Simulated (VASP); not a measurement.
Wanted: the native input for a VASP 6.6.1 run.

```yaml
Task: relaxation of cell and atoms
Functional: PBE
Potentials_or_basis: VASP PAW PBE potentials, release 64 (Ge_d, P)
Cutoff: 600 eV
k_mesh: 8 × 8 × 8
Occupations: gaussian, width 0.1 eV
Spin: no spin polarisation
Dipole_correction: no
Further_INCAR_settings: ALGO = Normal; EDIFF = 1e-06; IBRION = 2; EDIFFG = -0.01; NSW = 100; ISIF = 3
```

The structure of Ge4P lies in POSCAR:

```
Ge4P
1.0
    0.0000000000      3.8364233413      3.8364233413
    3.8364233413      0.0000000000      3.8364233413
    3.8364233413      3.8364233413      0.0000000000
Ge P
4 1
Direct
    0.1254221275      0.6237336176      0.1254221275
    0.1254221275      0.1254221275      0.1254221275
    0.6237336176      0.1254221275      0.1254221275
    0.1254221275      0.1254221275      0.6237336176
    0.7500000000      0.7500000000      0.7500000000
```

The cell was generated, and may not be a known phase.

The input as run:

INCAR

```
  PREC = Accurate
  ENCUT = 600
  EDIFF = 1E-6
  ISMEAR = 0
  SIGMA = 0.1
  LREAL = False
  LASPH = True
  NELM = 80
  ALGO = Normal
  ISIF = 3
  LWAVE = False
  LCHARG = False
  GGA = PE
  IBRION = 2
  NSW = 100
  EDIFFG = -0.01
```

KPOINTS

```
regular mesh
0
Gamma
  8 8 8
```

Potentials or basis: VASP PAW PBE potentials, release 64 (Ge_d, P).

Run with:

```console
$ cat potpaw_PBE.64/Ge_d/POTCAR potpaw_PBE.64/P/POTCAR > POTCAR
$ mpirun -np 1 vasp_std > vasp.out
```

It gave:

```
Relaxed volume                        : 22.81 Å³/atom
Relaxed cell                          : a = 5.444 Å, b = 5.444 Å, c = 5.444 Å, α = 60.00°, β = 60.00°, γ = 60.00°
Space group after relaxing (to 0.1 Å) : F-43m (No. 216)
Energy gained by relaxing             : 0.4 meV/atom
Ionic steps                           : 2
Pressure after relaxing               : 0.0 GPa
Largest force after relaxing          : 0.004 eV/Å
Band gap on the k mesh                : zero (an odd number of electrons rules out a gap without spin polarisation)
```

Run time: 2.1 min on 1 thread of Intel(R) Xeon(R) 6975P-C (Granite Rapids), with other jobs on the host, peak memory 0.39 GiB.
